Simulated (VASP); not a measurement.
Input of a VASP 6.6.1 run:

File INCAR:

```
ALGO     = Normal         # electronic algorithm
EDIFF    = 1E-6           # SCF threshold, eV
ENCUT    = 520            # plane-wave cutoff, eV
GGA      = PE             # functional
ISIF     = 2              # what is computed and relaxed
ISMEAR   = 0              # smearing method
LASPH    = True           # aspherical terms in the spheres
LCHARG   = True           # write CHGCAR
LELF     = True           # ELF
LREAL    = False          # projectors in reciprocal space
LVHAR    = True         
LWAVE    = False          # write WAVECAR
NBANDS   = 16             # bands
NELM     = 100            # most SCF steps
PREC     = Accurate       # precision mode
SIGMA    = 0.05           # smearing width, eV
```

File KPOINTS:

```
k-points
0
Gamma
  9 9 6
```

Contents of POSCAR:

```
MgO
1.0
    3.4390937518      0.0000000000      0.0000000000
   -1.7195468759      2.9783425551      0.0000000000
    0.0000000000      0.0000000000      4.4373615866
Mg O
2 2
Direct
    0.6778828062      0.3333333333      0.7500000000
    0.3445494728      0.6666666667      0.2500000000
    0.6496275848      0.3333333333      0.2500000000
    0.3162942515      0.6666666667      0.7500000000
```

Potentials or basis: VASP PAW PBE potentials, release 64 (Mg, O).

Run with:

```bash
$ cat potpaw_PBE.64/Mg/POTCAR potpaw_PBE.64/O/POTCAR > POTCAR
$ mpirun -np 1 vasp_std > vasp.out
```

Problem. Estimate the band gap on the k mesh.

Solution. 3.17 eV, direct.

Problem. Estimate the pressure.

Solution. 1.5 GPa.

Problem. Predict the largest force.

Solution. 1.068 eV/Å.

Stress tensor (GPa, compression positive):
```
 5.77  0.00  0.00
 0.00  4.66  0.00
 0.00  0.00 -6.01
```

Caveat: the cell differs from its parent crystal (mode 8 frozen in at -0.060 Å, strain +e along z and -e/2 along x and y +0.0467); forces of over 1 eV/Å act on the atoms, so gaps and moduli don't describe the material at rest.
